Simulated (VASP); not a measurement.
# Be24NO in VASP: a series of runs

Be24NO is run at these levels: PBE; tasks: single point.

All numbers are computed with VASP 6.6.1; they aren't measurements. Logs are shortened: lines on timing, memory, paths and dates and some standing lists are left out, and cuts for length are marked.

### 1 The cell of the first run

The cell holds a slab with vacuum, 26 atoms: a = 4.525 Å, b = 7.134 Å, c = 22.369 Å, α = 90.00°, β = 90.00°, γ = 90.00°.

### 2 Single point, PBE, collinear spin, ferromagnetic start

Input file INCAR:

```
SYSTEM = Be24NO
PREC = Accurate ; ENCUT = 520
EDIFF = 1E-6 ; ISMEAR = 0
SIGMA = 0.1 ; LREAL = .False.
LASPH = .True. ; NELM = 200
ALGO = Normal ; ISIF = 2
LWAVE = .False. ; LCHARG = .False.
ISPIN = 2 ; MAGMOM = 0 0 0 0 0 0 0 0 0 0 0 0 0 0 0 0 0 0 0 0 0 0 0 0 1 0
LORBIT = 11 ; LDIPOL = .True.
IDIPOL = 3 ; DIPOL = 0.5 0.5 0.292
GGA = PE ; NBANDS = 52
GGA_COMPAT = .False. ; NELMDL = -8
KPAR = 4
```

Input file KPOINTS:

```
Automatic mesh
0
Gamma
  6 4 1
  0 0 0
```

Input file POSCAR:

```
Be24NO
1.0
    4.5254381411      0.0000000000      0.0000000000
    0.0000000000      7.1336190820      0.0000000000
    0.0000000000      0.0000000000     22.3685529248
Be N O
24 1 1
Direct
    0.0000000000      0.3750000000      0.1788224752
    0.0000000000      0.8750000000      0.1788224752
    0.5000000000      0.3750000000      0.1788224752
    0.5000000000      0.8750000000      0.1788224752
    0.2500000000      0.1250000000      0.2080237711
    0.2500000000      0.6250000000      0.2080237711
    0.7500000000      0.1250000000      0.2080237711
    0.7500000000      0.6250000000      0.2080237711
    0.2500000000      0.3750000000      0.2664263628
    0.2500000000      0.8750000000      0.2664263628
    0.7500000000      0.3750000000      0.2664263628
    0.7500000000      0.8750000000      0.2664263628
    0.0000000000      0.1250000000      0.2903069137
    0.0000000000      0.6250000000      0.2903069137
    0.5000000000      0.1250000000      0.2903069137
    0.5000000000      0.6250000000      0.2903069137
    0.0000000000      0.3750000000      0.3546814205
    0.0000000000      0.8750000000      0.3546814205
    0.5000000000      0.3750000000      0.3546814205
    0.5000000000      0.8750000000      0.3546814205
    0.2500000000      0.1250000000      0.3741213369
    0.2500000000      0.6250000000      0.3741213369
    0.7500000000      0.1250000000      0.3741213369
    0.7500000000      0.6250000000      0.3741213369
    0.7500000000      0.4583333333      0.4447562146
    0.8849191768      0.5932525101      0.4584096000
```

Potentials or basis: VASP PAW PBE potentials, release 64 (Be, N, O).

Started as:

```sh
$ cat potpaw_PBE.64/Be/POTCAR potpaw_PBE.64/N/POTCAR potpaw_PBE.64/O/POTCAR > POTCAR
$ mpirun -np 4 vasp_std > vasp.out
```

OUTCAR:

```text
SYSTEM = Be24NO
   PREC = Accurate
   ENCUT = 520
   EDIFF = 1E-6
   ISMEAR = 0
   LREAL = .False.
   LASPH = .True.
   NELM = 200
   ISIF = 2
   ISPIN = 2
   LORBIT = 11
   GGA = PE
   NELMDL = -8

 ion  position               nearest neighbor table
   1  0.000  0.375  0.179-   5 2.21   6 2.21   7 2.21   8 2.21   9 2.26  11 2.26   3 2.26   3 2.26

   2  0.000  0.875  0.179-   5 2.21   6 2.21   7 2.21   8 2.21  10 2.26  12 2.26   4 2.26   4 2.26

   3  0.500  0.375  0.179-   5 2.21   6 2.21   7 2.21   8 2.21   9 2.26  11 2.26   1 2.26   1 2.26
[... 39 lines left out ...]
  23  0.750  0.125  0.374-  17 2.16  18 2.16  19 2.16  20 2.16  13 2.19  15 2.19  21 2.26  21 2.26

  24  0.750  0.625  0.374-  25 1.98  26 1.99  19 2.16  20 2.16  17 2.16  18 2.16  14 2.19  16 2.19
                            22 2.26  22 2.26
  25  0.750  0.458  0.445-  26 1.18  24 1.98
  26  0.885  0.593  0.458-  25 1.18  24 1.99

  LATTYP: Found a simple orthorhombic cell.
 ALAT       =     4.5254381411
 B/A-ratio  =     1.5763377732
 C/A-ratio  =     4.9428480132

  Lattice vectors:

 A1 = (   4.5254381411,   0.0000000000,   0.0000000000)
 A2 = (   0.0000000000,   7.1336190820,   0.0000000000)
 A3 = (   0.0000000000,   0.0000000000,  22.3685529248)

Analysis of symmetry for initial positions (statically):
=====================================================================
 Subroutine PRICEL returns:
 Original cell was already a primitive cell.

 Routine SETGRP: Setting up the symmetry group for a
 simple orthorhombic supercell.

 Subroutine GETGRP returns: Found  1 space group operations
 (whereof  1 operations were pure point group operations)
 out of a pool of  8 trial point group operations.

The static configuration has the point symmetry C_1 .

Analysis of symmetry for dynamics (positions and initial velocities):
=====================================================================
 Subroutine PRICEL returns:
 Original cell was already a primitive cell.

 Routine SETGRP: Setting up the symmetry group for a
 simple orthorhombic supercell.

 Subroutine GETGRP returns: Found  1 space group operations
 (whereof  1 operations were pure point group operations)
 out of a pool of  8 trial point group operations.

The dynamic configuration has the point symmetry C_1 .

Analysis of structural, dynamic, and magnetic symmetry:
=====================================================================
 Subroutine PRICEL returns:
 Original cell was already a primitive cell.

 Routine SETGRP: Setting up the symmetry group for a
 simple orthorhombic supercell.

 Subroutine GETGRP returns: Found  1 space group operations
 (whereof  1 operations were pure point group operations)
 out of a pool of  8 trial point group operations.

The overall configuration has the point symmetry C_1 .

 Subroutine INISYM returns: Found  1 space group operations
 (whereof  1 operations are pure point group operations),
 and found     1 'primitive' translations

----------------------------------------------------------------------------------------

                                     Primitive cell

  volume of cell :     722.1184

  direct lattice vectors                    reciprocal lattice vectors
     4.525438141  0.000000000  0.000000000     0.220973079  0.000000000  0.000000000
     0.000000000  7.133619082  0.000000000     0.000000000  0.140181300  0.000000000
     0.000000000  0.000000000 22.368552925     0.000000000  0.000000000  0.044705619

  length of vectors
     4.525438141  7.133619082 22.368552925     0.220973079  0.140181300  0.044705619

  position of ions in fractional coordinates (direct lattice)
     0.000000000  0.375000000  0.178822475
     0.000000000  0.875000000  0.178822475
     0.500000000  0.375000000  0.178822475
     0.500000000  0.875000000  0.178822475
     0.250000000  0.125000000  0.208023771
     0.250000000  0.625000000  0.208023771
[... 18 lines left out ...]
     0.750000000  0.458333333  0.444756215
     0.884919177  0.593252510  0.458409600

  ion indices of the primitive-cell ions
   primitive index   ion index
                 1           1
                 2           2
                 3           3
                 4           4
[... 74 lines left out ...]
   PREC   = accura    normal or accurate (medium, high low for compatibility)
   ISTART =      0    job   : 0-new  1-cont  2-samecut
   ICHARG =      2    charge: 1-file 2-atom 10-const
   ISPIN  =      2    spin polarized calculation?
   LNONCOLLINEAR =      F non collinear calculations
   LSORBIT =      F    spin-orbit coupling
   LASPH  =      T    aspherical Exc in radial PAW
   ENCUT  =  520.0 eV  38.22 Ry    6.18 a.u.   8.41 13.26 41.59*2*pi/ulx,y,z
   NELM   =    200;   NELMIN=  2; NELMDL= -8     # of ELM steps
   EDIFF  = 0.1E-05   stopping-criterion for ELM
   LREAL  =      F    real-space projection
   EDIFFG = 0.1E-04   stopping-criterion for IOM
   NSW    =      0    number of steps for IOM
   IBRION =     -1    ionic relax: 0-MD 1-quasi-New 2-CG
   NFREE  =      0    steps in history (QN), initial steepest desc. (CG)
   ISIF   =      2    stress and relaxation
   ISYM   =      2    0-nonsym 1-usesym 2-fastsym
   POTIM  = 0.5000    time-step for ionic-motion
   TEBEG  =    0.0;   TEEND  =   0.0 temperature during run
   PSTRESS=    0.0 pullay stress
   NELECT =      59.0000    total number of electrons
   NUPDOWN=      -1.0000    fix difference up-down
   EMIN   =  10.00;   EMAX   =-10.00  energy-range for DOS
   EFERMI =   0.00;   METHOD = LEGACY
   ISMEAR =     0;   SIGMA  =   0.10  broadening in eV -4-tet -1-fermi 0-gaus
   EFERMI_NEDOS =   21; number of points for ismear=-14 and -15
   IALGO  =     38    algorithm
   IMIX   =      4    mixing-type and parameters
     AMIX     =   0.40;   BMIX     =  1.00
     AMIX_MAG =   1.60;   BMIX_MAG =  1.00
  volume/ion in A,a.u.               =      27.77       187.43
  Fermi-wavevector in a.u.,A,eV,Ry     =   0.710378  1.342419  6.865997  0.504637
  Thomas-Fermi vector in A             =   1.797209
   LORBIT       =     11    0 simple, 1 ext, 2 COOP (PROOUT), +10 PAW based schemes
   GGA     = PE    functional components
   LHFCALC =     F    Hartree Fock is set to
   AEXX    =    0.0000 exact exchange contribution
   IVDW    =     0    specifies the selected vdW correction
   LEPSILON=     F    determine dielectric tensor
   LRPA    =     F    only Hartree local field effects (RPA)
 spin polarized calculation
 Gauss-broadening in eV      SIGMA  =   0.10
  energy-cutoff  :      520.00
  volume of cell :      722.12
 maximum number of plane-waves:     19505
 NGX is ok and might be reduce to    36
   NGX = 17   NGY = 27   NGZ = 83

 dipolmoment           0.000000      0.000000     -0.006702 electrons x Angstroem

 number of electron      59.0000000 magnetization       0.2349362

 dipolmoment           0.000000      0.000000      0.071206 electrons x Angstroem

 Free energy of the ion-electron system (eV)
  ---------------------------------------------------
  ext. energy  EPLUGINS =         0.00000000
  ---------------------------------------------------
  free energy    TOTEN  =       -95.27325634 eV

  energy without entropy =      -95.24543084  energy(sigma->0) =      -95.25934359

 E-fermi :  -1.4658     XC(G=0):  -3.8978

 val. band max:       -1.4740913234   @ k =   0.1667   0.0000   0.0000
 cond. band min:      -1.4525841735   @ k =   0.5000   0.0000   0.0000
 fundamental gap:      0.0215071499
 Fermi energy:        -1.4657715380

 spin component 1

 k-point     1 :       0.0000    0.0000    0.0000
  band No.  band energies     occupation
      1     -27.9999      1.00000
      2     -13.8479      1.00000
      3     -11.8180      1.00000
      4     -10.7001      1.00000
      5      -9.7011      1.00000
      6      -9.6105      1.00000
[... 605 lines left out ...]
     40       2.9781      0.00000
     41       3.0197      0.00000
 Fermi energy:        -1.4657715380

 spin component 2

 k-point     1 :       0.0000    0.0000    0.0000
  band No.  band energies     occupation
      1     -27.8687      1.00000
      2     -13.6379      1.00000
      3     -11.8140      1.00000
      4     -10.6304      1.00000
      5      -9.6703      1.00000
      6      -9.5946      1.00000
[... 605 lines left out ...]
     40       2.9749      0.00000
     41       3.0239      0.00000
 [bands above 41 left out]

------------------------ aborting loop because EDIFF is reached ----------------------------------------

 vacuum level on the upper side and lower side of the slab       (xc-potential included)         0.211        -0.178

  FORCE on cell =-STRESS in cart. coord.  units (eV):
  Direction    XX          YY          ZZ          XY          YZ          ZX
  --------------------------------------------------------------------------------------
  -------------------------------------------------------------------------------------
  Total        1.3746272     -1.5066285      0.6529735      1.9219034      1.3635280      0.1488718
  in kB        3.0499104     -3.3427841      1.4487641      4.2641621      3.0252844      0.3303045
  external PRESSURE =       0.3852968 kB  Pullay stress =       0.0000000 kB

 VOLUME and BASIS-vectors are now :
 -----------------------------------------------------------------------------
  energy-cutoff  :      520.00
  volume of cell :      722.12
      direct lattice vectors                 reciprocal lattice vectors
     4.525438141  0.000000000  0.000000000     0.220973079  0.000000000  0.000000000
     0.000000000  7.133619082  0.000000000     0.000000000  0.140181300  0.000000000
     0.000000000  0.000000000 22.368552925     0.000000000  0.000000000  0.044705619

 POSITION                                       TOTAL-FORCE (eV/Angst)
 -----------------------------------------------------------------------------------
      0.00000      2.67511      4.00000         0.039299     -0.000075      0.502488
      0.00000      6.24192      4.00000         0.036016     -0.056529      0.481476
      2.26272      2.67511      4.00000        -0.048932     -0.038322      0.516880
      2.26272      6.24192      4.00000        -0.039849      0.109223      0.544616
      1.13136      0.89170      4.65319         0.002558      0.023344     -0.714657
      1.13136      4.45851      4.65319        -0.014891     -0.048845     -0.804206
[... 18 lines left out ...]
      3.39408      3.26958      9.94855        -2.775916     -3.270486     -1.250821
      4.00465      4.23204     10.25396         2.385358      3.434154      1.354783
 -----------------------------------------------------------------------------------
    total drift:                               -0.000202     -0.000063      0.000005

  FREE ENERGIE OF THE ION-ELECTRON SYSTEM (eV)
  ---------------------------------------------------
  free  energy   TOTEN  =       -95.2732563420 eV

  energy  without entropy=      -95.2454308416  energy(sigma->0) =      -95.25934359

 vacuum level on the upper side and lower side of the slab         3.371         2.971

 total charge

# of ion       s       p       d       tot
------------------------------------------
    1        0.412   0.605   0.000   1.016
    2        0.411   0.603   0.000   1.014
    3        0.408   0.607   0.000   1.015
    4        0.413   0.603   0.000   1.016
    5        0.421   0.738   0.000   1.160
    6        0.420   0.738   0.000   1.158
[... 18 lines left out ...]
   25        1.349   2.334   0.000   3.683
   26        1.614   3.490   0.000   5.104
--------------------------------------------------
tot         13.032  22.909   0.000  35.941

 magnetization (x)

# of ion       s       p       d       tot
------------------------------------------
    1       -0.001  -0.002   0.000  -0.003
    2       -0.002  -0.001   0.000  -0.002
    3       -0.001  -0.001   0.000  -0.002
    4       -0.001  -0.001   0.000  -0.002
    5       -0.000  -0.001   0.000  -0.002
    6        0.000   0.002   0.000   0.002
[... 18 lines left out ...]
   25        0.003   0.108   0.000   0.110
   26        0.001   0.080   0.000   0.081
--------------------------------------------------
tot         -0.004   0.174   0.000   0.170
```

Run time: 11 min. Hardware: 4 MPI ranks of Intel Xeon 6975P-C (Granite Rapids), shared host; peak memory 1.4 GiB.

Results:

* Free energy: -95.2733 eV
* Largest force: 4.468 eV/Å
* Net moment: 0.23 μB per cell
* Site moments: Be -0.00, +0.00, -0.01 (each value once); N +0.11; O +0.08 μB
* Valence electrons inside the program's atomic spheres: Be 1.02, 1.01, 1.16, 1.17, 1.18, 1.21, 1.22, 1.15, 1.14, 1.12, 1.08 (each value once); N 3.68; O 5.10

Forces in eV/Å, atoms in the order of the input:
```
Be   0.039  0.000  0.502
Be   0.036 -0.057  0.481
Be  -0.049 -0.038  0.517
Be  -0.040  0.109  0.545
Be   0.003  0.023 -0.715
Be  -0.015 -0.049 -0.804
Be  -0.008  0.027 -0.627
Be  -0.013 -0.037 -0.649
Be   0.053  0.045  0.033
Be   0.015 -0.030  0.203
Be  -0.015 -0.017 -0.004
Be  -0.012  0.060  0.076
Be   0.015  0.061  0.024
Be   0.001 -0.097  0.391
Be   0.019 -0.061  0.057
Be  -0.030  0.029 -0.071
Be   0.298 -0.365 -0.269
Be   0.040  0.124 -0.145
Be  -0.152  0.216  0.078
Be  -0.108  0.024 -0.087
Be  -0.087  0.025  0.069
Be   0.278  0.132 -0.336
Be   0.175 -0.311  0.004
Be  -0.053  0.023  0.622
N   -2.776 -3.270 -1.251
O    2.385  3.434  1.355
```

Levels at points of the mesh, in eV from the Fermi level:
Spin up:
```tsv
k point	band 27	band 28	band 29	band 30	band 31	band 32	band 33	band 34
(0.00, 0.00, 0.00)	-1.15	-0.67	-0.25	-0.07	0.42	0.73	0.89	1.33
(0.50, 0.00, 0.00)	-0.59	0.01	0.35	0.76	0.98	1.42	1.42	1.45
(0.00, 0.50, 0.00)	-1.13	-0.95	-0.89	-0.42	-0.08	0.43	0.84	1.65
(0.50, 0.50, 0.00)	-0.68	-0.44	-0.16	0.10	0.44	0.47	0.68	0.83
```
Spin down:
| k point | band 28 | band 29 | band 30 | band 31 | band 32 | band 33 |
| --- | --- | --- | --- | --- | --- | --- |
| (0.00, 0.00, 0.00) | -0.52 | -0.20 | -0.04 | 0.43 | 0.85 | 0.99 |
| (0.50, 0.00, 0.00) | 0.12 | 0.56 | 0.77 | 1.02 | 1.42 | 1.42 |
| (0.00, 0.50, 0.00) | -0.93 | -0.90 | -0.32 | 0.04 | 0.55 | 0.89 |
| (0.50, 0.50, 0.00) | -0.43 | -0.14 | 0.16 | 0.44 | 0.47 | 0.71 |

Caveat: the standard files for N, O and F lose accuracy on very short bonds.

[end of part 1 of 4]
